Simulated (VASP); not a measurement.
Mg6F: single point with PBE

System: Mg6F, a slab with vacuum.

```
Mg F
1.0
     3.20344    0.00000    0.00000
    -1.60172    7.81532    0.00000
     0.00000    0.00000   20.98511
Mg F
6 1
Direct
  0.84939 0.69878 0.19061
  0.52100 0.04200 0.21976
  0.19261 0.38523 0.24891
  0.37107 0.74148 0.32830
  0.04262 0.08345 0.35424
  0.71282 0.42511 0.38051
  0.71282 0.80011 0.55826
```

```
Program                : VASP 6.6.1
Task                   : single point
Functional             : PBE
Potentials or basis    : VASP PAW PBE potentials, release 64 (Mg, F)
Cutoff                 : 520 eV
k mesh                 : 9 × 4 × 1
Occupations            : gaussian, width 0.1 eV
Spin                   : no spin polarisation
Dipole correction      : yes
Further INCAR settings : ALGO = Normal; EDIFF = 1e-07; NBANDS = 18
```

```
Largest force          : 0.419 eV/Å
Band gap on the k mesh : zero (an odd number of electrons rules out a gap without spin polarisation)
```

Forces on the atoms (eV/Å):
```
Mg   0.001  0.024  0.116
Mg  -0.001 -0.043  0.039
Mg   0.001  0.027 -0.134
Mg   0.001  0.014  0.032
Mg  -0.002 -0.045  0.126
Mg  -0.001  0.048  0.240
F    0.002 -0.025 -0.418
```

Levels at points of the mesh, in eV from the Fermi level:
| k point | band 7 | band 8 | band 9 | band 10 | band 11 | band 12 | band 13 | band 14 |
| --- | --- | --- | --- | --- | --- | --- | --- | --- |
| (0.00, 0.00, 0.00) | -1.56 | -0.60 | -0.19 | -0.18 | 0.07 | 0.94 | 1.32 | 2.58 |
| (0.00, 0.50, 0.00) | -0.55 | -0.44 | -0.31 | -0.18 | -0.17 | 0.07 | 1.17 | 1.91 |

Wall time 11 min on 1 thread of Oxide Virtual Turin-like Processor, on a shared host, peak memory 0.54 GiB.

Caveat: an odd number of electrons without spin polarisation forces a metal; a magnetic or distorted state may lie lower.
